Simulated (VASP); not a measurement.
SrCl2, 3 atoms in the cell. Symmetry: I4/mmm, No. 139, tetragonal system. The conventional cell has a = 4.871 Å, b = 4.871 Å, c = 7.464 Å, α = 90.00°, β = 90.00°, γ = 90.00°. Sr (site symmetry 4/mmm) has 8 Cl at 3.07 Å within 4.0 Å. Within 4.0 Å of Cl (site symmetry -4m2) lie 4 Sr at 3.07 Å and 6 Cl at 3.44 to 3.73 Å. 

| Quantity | Value |
| --- | --- |
| Program | VASP 6.6.1 |
| Task | single point |
| Functional | PBE |
| Potentials or basis | VASP PAW PBE potentials, release 64 (Sr_sv, Cl) |
| Cutoff | 520 eV |
| k mesh | 6 × 6 × 6 |
| Occupations | gaussian, width 0.05 eV |
| Spin | no spin polarisation |
| Dipole correction | no |
| Further INCAR settings | ALGO = Normal; EDIFF = 1e-06; NBANDS = 19 |

Potentials or basis: VASP PAW PBE potentials, release 64 (Sr_sv, Cl).

Command:

```sh
$ cat potpaw_PBE.64/Sr_sv/POTCAR potpaw_PBE.64/Cl/POTCAR > POTCAR
$ mpirun -np 1 vasp_std > vasp.out
```

Hardware: 1 thread of Intel(R) Xeon(R) Platinum 8259CL CPU @ 2.50GHz (Skylake/Cascade Lake), with other jobs on the host.

**Question.** Estimate the wall time of this run.

**Answer.** Wall time 48 s on 1 thread of Intel(R) Xeon(R) Platinum 8259CL CPU @ 2.50GHz (Skylake/Cascade Lake) (shared host), peak memory 0.24 GiB. Counts: scf iterations 14, k points 30.
